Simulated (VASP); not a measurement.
Runs of VASP 6.6.1 on B. The structure is that of space group P6_3/mmc (No. 194), or close to it. The cells are those of the table. This isn't the form of B at room conditions, which is rhombohedral.

```csv
task,cell,k mesh,cutoff (eV),gap on the mesh (eV),pressure (GPa),relaxed volume (Å³/atom)
relaxation of cell and atoms,"relaxed from a = 2.203, b = 2.203, c = 7.107 Å, angles 90.0, 90.0, 120.0°, 4 atoms",9 × 9 × 4,600,none,-0.1,6.46
single point,"a = 2.334, b = 2.334, c = 5.466 Å, angles 90.0, 90.0, 120.0°, 4 atoms",24 × 24 × 8,520,none,-0.1,-
single point,"a = 2.115, b = 2.115, c = 6.209 Å, angles 90.0, 90.0, 120.0°, 4 atoms",9 × 9 × 4,520,none,-0.4,-
single point,"a = 2.203, b = 2.203, c = 7.107 Å, angles 90.0, 90.0, 120.0°, 4 atoms",9 × 9 × 4,520,none,-37.5,-
relaxation of cell and atoms,"relaxed from a = 2.334, b = 2.334, c = 5.466 Å, angles 90.0, 90.0, 120.0°, 4 atoms",24 × 24 × 8,600,none,-0.1,(b)
relaxation of cell and atoms,"relaxed from a = 2.115, b = 2.115, c = 6.209 Å, angles 90.0, 90.0, 120.0°, 4 atoms",24 × 24 × 8,600,none,0.2,(a)
```

Alike in all rows: level PBE; potentials or basis VASP PAW PBE potentials, release 64 (B); no spin polarisation; smearing gaussian 0.1 eV.

Problem. Estimate the missing entries.

Solution. (a) 6.44; (b) 6.45.

Caveats: some runs use coarse meshes; a cell axis changed by over 15 % at a fixed basis, so the end point is rough (at least some runs).

A gap of «none» marks levels without a gap at the run's occupations.
